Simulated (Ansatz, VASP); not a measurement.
**BN in VASP and in Ansatz**

```xyz
4
Lattice="2.5791 0.0000 0.0000 -1.2896 2.1035 0.0000 0.0000 0.0000 6.6612" Properties=species:S:1:pos:R:3 pbc="T T T"
B     0.0000    1.4023    1.6653
B     1.2896    0.7012    4.9959
N     0.0000    1.4023    4.9959
N     1.2896    0.7012    1.6653
```

Change from the starting cell: strain +0.0300 x Voigt [1, -1, 0, 0, 0, 0], atoms carried along.

Alike in both runs: task single point; functional r2SCAN; k mesh 12 × 12 × 4; occupations gaussian, width 0.05 eV; no spin polarisation.

|  | VASP | Ansatz |
| --- | --- | --- |
| version | VASP 6.6.1 | Ansatz 0.2.0 |
| potentials or method | VASP PAW PBE potentials, release 64 (B, N), cutoff 520 eV | scalar-relativistic, plane waves, PAW |
| valence electrons in the cell | 16 | 16 |

Ansatz gave:

| Item | Value |
| --- | --- |
| gap on the k mesh at the Fermi level (eV) | 4.63 |
| least direct gap on the mesh (eV) | 5.27 |
| pressure (GPa) | 0.5 |
| traceless stress, the component that is largest in VASP (GPa) | 23.06 |
| rms of the force components (eV/Å) | 0.482 |

Estimate VASP's values.

gap on the k mesh at the Fermi level (eV): 4.66; least direct gap on the mesh (eV): 5.31; pressure (GPa): 0.9; traceless stress, the component that is largest in VASP (GPa): 23.39; rms of the force components (eV/Å): 0.482.

VASP's potentials were made for PBE, not for r2SCAN. Atom by atom the forces differ by 0.000 eV/Å (rms over components).
